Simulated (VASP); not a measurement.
# Si2Ni (Fm-3m) in VASP: further runs

The runs below take Si2Ni through single point, with PBE.

Everything below comes from runs of VASP 6.6.1. Logs are shortened: lines on timing, memory, paths and dates and some standing lists are left out, and cuts for length are marked.

**1. The cell of the first run**

It takes space group Fm-3m (No. 225, cubic). The conventional cell has a = 5.553 Å, b = 5.553 Å, c = 5.553 Å, α = 90.00°, β = 90.00°, γ = 90.00°. Si (site symmetry -43m) has 4 Ni at 2.40 Å and 6 Si at 2.78 Å within 3.2 Å. Ni (site symmetry m-3m) has 8 Si at 2.40 Å within 3.2 Å.

**2. Single point, PBE, collinear spin, ferromagnetic start**

INCAR reads:

```
SYSTEM = Si2Ni
ALGO = Normal ; EDIFF = 1E-6
ENCUT = 520 ; GGA = PE
ISIF = 2 ; ISMEAR = 0
ISPIN = 2 ; LASPH = .True.
LCHARG = .True. ; LELF = .True.
LMAXMIX = 4 ; LORBIT = 11
LREAL = .False. ; LVHAR = .True.
LWAVE = .False. ; MAGMOM = 0 0 0.125
NBANDS = 20 ; NELM = 150
NUPDOWN = 0.125 ; PREC = Accurate
SIGMA = 0.15
```

KPOINTS reads:

```
k-points
0
Gamma
  14 14 14
  0 0 0
```

POSCAR reads:

```
Si2Ni
1.0
    0.0000000000      2.7765473069      2.7765473069
    2.7765473069      0.0000000000      2.7765473069
    2.7765473069      2.7765473069      0.0000000000
Si Ni
2 1
Direct
    0.2500000000      0.2500000000      0.2500000000
    0.7500000000      0.7500000000      0.7500000000
    0.0000000000      0.0000000000      0.0000000000
```

Potentials or basis: VASP PAW PBE potentials, release 64 (Si, Ni).

The run is started by

```bash
$ cat potpaw_PBE.64/Si/POTCAR potpaw_PBE.64/Ni/POTCAR > POTCAR
$ mpirun -np 1 vasp_std > vasp.out
```

OUTCAR:

```text
SYSTEM = Si2Ni
   EDIFF = 1E-6
   ENCUT = 520
   GGA = PE
   ISIF = 2
   ISMEAR = 0
   ISPIN = 2
   LASPH = .True.
   LORBIT = 11
   LREAL = .False.
   NELM = 150
   NUPDOWN = 0.125
   PREC = Accurate

 ion  position               nearest neighbor table
   1  0.250  0.250  0.250-   3 2.40   3 2.40   3 2.40   3 2.40   2 2.78   2 2.78   2 2.78   2 2.78
                             2 2.78   2 2.78
   2  0.750  0.750  0.750-   3 2.40   3 2.40   3 2.40   3 2.40   1 2.78   1 2.78   1 2.78   1 2.78
                             1 2.78   1 2.78
   3  0.000  0.000  0.000-   1 2.40   2 2.40   2 2.40   2 2.40   2 2.40   1 2.40   1 2.40   1 2.40

  LATTYP: Found a face centered cubic cell.
 ALAT       =     5.5530946138

  Lattice vectors:

 A1 = (   0.0000000000,   2.7765473069,   2.7765473069)
 A2 = (   2.7765473069,   0.0000000000,   2.7765473069)
 A3 = (   2.7765473069,   2.7765473069,   0.0000000000)

Analysis of symmetry for initial positions (statically):
=====================================================================
 Subroutine PRICEL returns:
 Original cell was already a primitive cell.

 Routine SETGRP: Setting up the symmetry group for a
 face centered cubic supercell.

 Subroutine GETGRP returns: Found 48 space group operations
 (whereof 48 operations were pure point group operations)
 out of a pool of 48 trial point group operations.

The static configuration has the point symmetry O_h .

Analysis of symmetry for dynamics (positions and initial velocities):
=====================================================================
 Subroutine PRICEL returns:
 Original cell was already a primitive cell.

 Routine SETGRP: Setting up the symmetry group for a
 face centered cubic supercell.

 Subroutine GETGRP returns: Found 48 space group operations
 (whereof 48 operations were pure point group operations)
 out of a pool of 48 trial point group operations.

The dynamic configuration has the point symmetry O_h .

Analysis of structural, dynamic, and magnetic symmetry:
=====================================================================
 Subroutine PRICEL returns:
 Original cell was already a primitive cell.

 Routine SETGRP: Setting up the symmetry group for a
 face centered cubic supercell.

 Subroutine GETGRP returns: Found 48 space group operations
 (whereof 48 operations were pure point group operations)
 out of a pool of 48 trial point group operations.

The overall configuration has the point symmetry O_h .

 Subroutine INISYM returns: Found 48 space group operations
 (whereof 48 operations are pure point group operations),
 and found     1 'primitive' translations

----------------------------------------------------------------------------------------

                                     Primitive cell

  volume of cell :      42.8100

  direct lattice vectors                    reciprocal lattice vectors
     0.000000000  2.776547307  2.776547307    -0.180079770  0.180079770  0.180079770
     2.776547307  0.000000000  2.776547307     0.180079770 -0.180079770  0.180079770
     2.776547307  2.776547307  0.000000000     0.180079770  0.180079770 -0.180079770

  length of vectors
     3.926630858  3.926630858  3.926630858     0.311907311  0.311907311  0.311907311

  position of ions in fractional coordinates (direct lattice)
     0.250000000  0.250000000  0.250000000
     0.750000000  0.750000000  0.750000000
     0.000000000  0.000000000  0.000000000

  ion indices of the primitive-cell ions
   primitive index   ion index
                 1           1
                 2           2
                 3           3

----------------------------------------------------------------------------------------

 KPOINTS: k-points

Automatic generation of k-mesh.
 Grid dimensions read from file:
 generate k-points for:   14   14   14

 Generating k-lattice:

  Cartesian coordinates                     Fractional coordinates (reciprocal lattice)
    -0.012862841  0.012862841  0.012862841     0.071428571  0.000000000  0.000000000
     0.012862841 -0.012862841  0.012862841     0.000000000  0.071428571  0.000000000
     0.012862841  0.012862841 -0.012862841     0.000000000  0.000000000  0.071428571

  Length of vectors
     0.022279094  0.022279094  0.022279094

  Shift w.r.t. Gamma in fractional coordinates (k-lattice)
     0.000000000  0.000000000  0.000000000

 Subroutine IBZKPT returns following result:
 ===========================================

 Found    104 irreducible k-points:

 Following reciprocal coordinates:
            Coordinates               Weight
  0.000000  0.000000  0.000000      1.000000
  0.071429  0.000000  0.000000      8.000000
  0.142857  0.000000  0.000000      8.000000
  0.214286  0.000000  0.000000      8.000000
  0.285714  0.000000  0.000000      8.000000
  0.357143  0.000000  0.000000      8.000000
[... 16 lines left out ...]
  0.214286  0.142857  0.000000     24.000000
  0.285714  0.142857  0.000000     24.000000
 [... further k-points ...]
   k-points           NKPTS =    104   k-points in BZ     NKDIM =    104   number of bands    NBANDS=     20
   number of dos      NEDOS =    301   number of ions     NIONS =      3
   total plane-waves  NPLWV =  27000
   dimension x,y,z NGX =    30 NGY =   30 NGZ =   30
   dimension x,y,z NGXF=    60 NGYF=   60 NGZF=   60
   ions per type =               2   1
   NGX,Y,Z   is equivalent  to a cutoff of  12.70, 12.70, 12.70 a.u.
   NGXF,Y,Z  is equivalent  to a cutoff of  25.40, 25.40, 25.40 a.u.
 SYSTEM =  Si2Ni
   PREC   = accura    normal or accurate (medium, high low for compatibility)
   ISTART =      0    job   : 0-new  1-cont  2-samecut
   ICHARG =      2    charge: 1-file 2-atom 10-const
   ISPIN  =      2    spin polarized calculation?
   LNONCOLLINEAR =      F non collinear calculations
   LSORBIT =      F    spin-orbit coupling
   LASPH  =      T    aspherical Exc in radial PAW
   ENCUT  =  520.0 eV  38.22 Ry    6.18 a.u.   7.30  7.30  7.30*2*pi/ulx,y,z
   NELM   =    150;   NELMIN=  2; NELMDL= -5     # of ELM steps
   EDIFF  = 0.1E-05   stopping-criterion for ELM
   LREAL  =      F    real-space projection
   EDIFFG = 0.1E-04   stopping-criterion for IOM
   NSW    =      0    number of steps for IOM
   IBRION =     -1    ionic relax: 0-MD 1-quasi-New 2-CG
   NFREE  =      0    steps in history (QN), initial steepest desc. (CG)
   ISIF   =      2    stress and relaxation
   ISYM   =      2    0-nonsym 1-usesym 2-fastsym
   POTIM  = 0.5000    time-step for ionic-motion
   TEBEG  =    0.0;   TEEND  =   0.0 temperature during run
   PSTRESS=    0.0 pullay stress
   NELECT =      18.0000    total number of electrons
   NUPDOWN=       0.1250    fix difference up-down
   EMIN   =  10.00;   EMAX   =-10.00  energy-range for DOS
   EFERMI =   0.00;   METHOD = LEGACY
   ISMEAR =     0;   SIGMA  =   0.15  broadening in eV -4-tet -1-fermi 0-gaus
   EFERMI_NEDOS =   21; number of points for ismear=-14 and -15
   IALGO  =     38    algorithm
   IMIX   =      4    mixing-type and parameters
     AMIX     =   0.40;   BMIX     =  1.00
     AMIX_MAG =   1.60;   BMIX_MAG =  1.00
  volume/ion in A,a.u.               =      14.27        96.30
  Fermi-wavevector in a.u.,A,eV,Ry     =   1.226452  2.317658 20.465676  1.504185
  Thomas-Fermi vector in A             =   2.361452
   LORBIT       =     11    0 simple, 1 ext, 2 COOP (PROOUT), +10 PAW based schemes
   GGA     = PE    functional components
   LHFCALC =     F    Hartree Fock is set to
   AEXX    =    0.0000 exact exchange contribution
   IVDW    =     0    specifies the selected vdW correction
   LEPSILON=     F    determine dielectric tensor
   LRPA    =     F    only Hartree local field effects (RPA)
 spin polarized calculation
 Gauss-broadening in eV      SIGMA  =   0.15
  energy-cutoff  :      520.00
  volume of cell :       42.81
 maximum number of plane-waves:      1185
 NGX is ok and might be reduce to    30
   NGX = 15   NGY = 15   NGZ = 15

 number of electron      18.0000011 magnetization       0.1250000

 Free energy of the ion-electron system (eV)
  ---------------------------------------------------
  ext. energy  EPLUGINS =         0.00000000
  ---------------------------------------------------
  free energy    TOTEN  =       -17.30852782 eV

  energy without entropy =      -17.29815888  energy(sigma->0) =      -17.30334335

 E-fermi :   9.1123     XC(G=0): -11.2210

 val. band max:        9.3369311796   @ k =   0.5000   0.2857   0.0000
 cond. band min:       9.1251262512   @ k =   0.3571   0.2857   0.0714
 fundamental gap:     -0.2118049284
 Fermi energy:         9.3405488270

 spin component 1

 k-point     1 :       0.0000    0.0000    0.0000
  band No.  band energies     occupation
      1      -3.8173      1.00000
      2       4.5782      1.00000
      3       4.5782      1.00000
      4       4.5782      1.00000
      5       6.1925      1.00000
      6       6.1925      1.00000
[... 12 lines left out ...]
     19      18.1959      0.00000
[... 513 lines left out ...]
      4       4.7679      1.00000
      5       5.6975      1.00000
      6       6.3031      1.00000
[... 12 lines left out ...]
     19      22.0438      0.00000
     20      23.9328      0.00000

 [... further k-points ...]

 spin component 2

 k-point     1 :       0.0000    0.0000    0.0000
  band No.  band energies     occupation
      1      -3.7907      1.00000
      2       4.6364      1.00000
      3       4.6364      1.00000
      4       4.6364      1.00000
      5       6.2352      1.00000
      6       6.2352      1.00000
[... 12 lines left out ...]
     19      18.2184      0.00000
[... 513 lines left out ...]
      4       4.8238      1.00000
      5       5.7366      1.00000
      6       6.3477      1.00000
[... 12 lines left out ...]
     19      22.0675      0.00000
     20      23.9649      0.00000

 [... further k-points ...]

------------------------ aborting loop because EDIFF is reached ----------------------------------------

  FORCE on cell =-STRESS in cart. coord.  units (eV):
  Direction    XX          YY          ZZ          XY          YZ          ZX
  --------------------------------------------------------------------------------------
  -------------------------------------------------------------------------------------
  Total       -1.9758803     -1.9758803     -1.9758803     -0.0000000      0.0000000     -0.0000000
  in kB      -73.9479230    -73.9479230    -73.9479230     -0.0000000      0.0000000     -0.0000000
  external PRESSURE =     -73.9479230 kB  Pullay stress =       0.0000000 kB

 VOLUME and BASIS-vectors are now :
 -----------------------------------------------------------------------------
  energy-cutoff  :      520.00
  volume of cell :       42.81
      direct lattice vectors                 reciprocal lattice vectors
     0.000000000  2.776547307  2.776547307    -0.180079770  0.180079770  0.180079770
     2.776547307  0.000000000  2.776547307     0.180079770 -0.180079770  0.180079770
     2.776547307  2.776547307  0.000000000     0.180079770  0.180079770 -0.180079770

 POSITION                                       TOTAL-FORCE (eV/Angst)
 -----------------------------------------------------------------------------------
      1.38827      1.38827      1.38827        -0.000000     -0.000000     -0.000000
      4.16482      4.16482      4.16482        -0.000000     -0.000000      0.000000
      0.00000      0.00000      0.00000         0.000000      0.000000     -0.000000
 -----------------------------------------------------------------------------------
    total drift:                                0.000000     -0.000000     -0.000000

  FREE ENERGIE OF THE ION-ELECTRON SYSTEM (eV)
  ---------------------------------------------------
  free  energy   TOTEN  =       -17.3085278189 eV

  energy  without entropy=      -17.2981588815  energy(sigma->0) =      -17.30334335

 total charge

# of ion       s       p       d       tot
------------------------------------------
    1        0.755   0.792   0.000   1.547
    2        0.755   0.792   0.000   1.547
    3        0.519   0.688   8.406   9.614
--------------------------------------------------
tot          2.029   2.272   8.406  12.708

 magnetization (x)

# of ion       s       p       d       tot
------------------------------------------
    1        0.010   0.005   0.000   0.015
    2        0.010   0.005   0.000   0.015
    3       -0.000   0.004   0.065   0.068
--------------------------------------------------
tot          0.020   0.014   0.065   0.099
```

Wall time 1.9 min (1 thread of Intel Xeon 6975P-C (Granite Rapids), shared host); peak memory 0.27 GiB.

What came out:

- Free energy: -17.3085 eV
- Pressure: -7.4 GPa
- Net moment: 0.12 μB per cell
- Site moments: Si +0.01; Ni +0.07 μB
- Valence electrons inside the program's atomic spheres: Si 1.55; Ni 9.61

Caveat: the total moment is fixed, so each spin has its own Fermi level.

**3. Single point, PBE, collinear spin, ferromagnetic start**

This run uses another cell than the first one, of 15.08 Å³/atom, 1.057 times its volume.

INCAR reads:

```
PREC = Accurate
ENCUT = 520
EDIFF = 1E-7
ISMEAR = 0
SIGMA = 0.15
LREAL = False
LASPH = True
NELM = 150
ALGO = Normal
ISIF = 2
LWAVE = False
LCHARG = False
ISPIN = 2
MAGMOM = 0 0 1
LORBIT = 11
NUPDOWN = 1.0
LMAXMIX = 4
GGA = PE
NBANDS = 20
```

KPOINTS reads:

```
Automatic mesh
0
Gamma
  14 14 14
```

POSCAR reads:

```
Si2Ni
1.0
    0.0000000000      2.8279930165      2.8279930165
    2.8279930165      0.0000000000      2.8279930165
    2.8279930165      2.8279930165      0.0000000000
Si Ni
2 1
Direct
    0.2500000000      0.2500000000      0.2500000000
    0.7500000000      0.7500000000      0.7500000000
    0.0000000000      0.0000000000      0.0000000000
```

Potentials or basis: VASP PAW PBE potentials, release 64 (Si, Ni).

The run is started by

```bash
$ cat potpaw_PBE.64/Si/POTCAR potpaw_PBE.64/Ni/POTCAR > POTCAR
$ mpirun -np 1 vasp_std > vasp.out
```

Run time: 2.1 min. Hardware: 1 thread of Intel Xeon 6975P-C (Granite Rapids), shared host; peak memory 0.28 GiB.

It converged, with:

```yaml
Free_energy: -16.7569 eV
Pressure: -10.1 GPa
Net_moment: 1.00 μB per cell
Site_moments: Si +0.12; Ni +0.46 μB
Valence_electrons_inside_the_program's_atomic_spheres: Si 1.53; Ni 9.48
```

Caveat: the total moment is fixed, so each spin has its own Fermi level.

**4. Single point, PBE, collinear spin, ferromagnetic start**

This run uses another cell than the first one, of 15.08 Å³/atom, 1.057 times its volume.

INCAR reads:

```
PREC = Accurate
ENCUT = 520
EDIFF = 1E-6
ISMEAR = 0
SIGMA = 0.15
LREAL = F
LASPH = T
NELM = 150
ALGO = Normal
ISIF = 2
LWAVE = F
LCHARG = T
ISPIN = 2
MAGMOM = 0 0 0.5
LORBIT = 11
NUPDOWN = 0.5
LMAXMIX = 4
GGA = PE
LELF = T
LVHAR = T
NBANDS = 20
```

KPOINTS is that of step 3.

POSCAR is that of step 3.

The run is started by

```bash
$ cat potpaw_PBE.64/Si/POTCAR potpaw_PBE.64/Ni/POTCAR > POTCAR
$ mpirun -np 1 vasp_std > vasp.out
```

Wall time 2 min (1 thread of Intel Xeon 6975P-C (Granite Rapids), shared host); peak memory 0.27 GiB.

The run converged. Its results:

```
Free energy                                           : -17.0640 eV
Pressure                                              : -12.1 GPa
Net moment                                            : 0.50 μB per cell
Site moments                                          : Si +0.06; Ni +0.26 μB
Valence electrons inside the program's atomic spheres : Si 1.53; Ni 9.49
```

Caveat: the total moment is fixed, so each spin has its own Fermi level.

**5. Single point, PBE, collinear spin, ferromagnetic start**

This run uses another cell than the first one, of 15.08 Å³/atom, 1.057 times its volume.

INCAR reads:

```
PREC = Accurate
ENCUT = 520
EDIFF = 1E-6
ISMEAR = 0
SIGMA = 0.15
LREAL = F
LASPH = T
NELM = 150
ALGO = Normal
ISIF = 2
LWAVE = F
LCHARG = F
ISPIN = 2
MAGMOM = 0 0 0.75
LORBIT = 11
NUPDOWN = 0.75
LMAXMIX = 4
GGA = PE
NBANDS = 20
```

KPOINTS reads:

```
regular mesh
0
Gamma
  14 14 14
```

POSCAR is that of step 4.

The run is started by

```bash
$ cat potpaw_PBE.64/Si/POTCAR potpaw_PBE.64/Ni/POTCAR > POTCAR
$ mpirun -np 1 vasp_std > vasp.out
```

It took 1.8 min on 1 thread of Intel Xeon 6975P-C (Granite Rapids), shared host; peak memory 0.28 GiB.

The run converged. Its results:

```yaml
Free_energy: -16.9358 eV
Pressure: -11.1 GPa
Net_moment: 0.75 μB per cell
Site_moments: Si +0.09; Ni +0.36 μB
Valence_electrons_inside_the_program's_atomic_spheres: Si 1.53; Ni 9.49
```

Caveat: the total moment is fixed, so each spin has its own Fermi level.

**6. The runs side by side**

| fixed moment (μB) | cell | pressure (GPa) | moment (μB) |
| --- | --- | --- | --- |
| 0.125 | a = 3.927 Å, angles 60.0°, 3 atoms | -7.4 | 0.12 |
| 1.0 | a = 3.999 Å, angles 60.0°, 3 atoms | -10.1 | 1.00 |
| 0.5 | a = 3.999 Å, angles 60.0°, 3 atoms | -12.1 | 0.50 |
| 0.75 | a = 3.999 Å, angles 60.0°, 3 atoms | -11.1 | 0.75 |

Alike in all rows: task single point; level PBE; potentials or basis VASP PAW PBE potentials, release 64 (Si, Ni); spin collinear, ferromagnetic start; k mesh 14 × 14 × 14; cutoff (eV) 520; smearing gaussian 0.15 eV.

Caveats: the total moment is fixed, so each spin has its own Fermi level.

Total energies depend on the potentials used, so only differences within one code and one set of settings carry meaning.
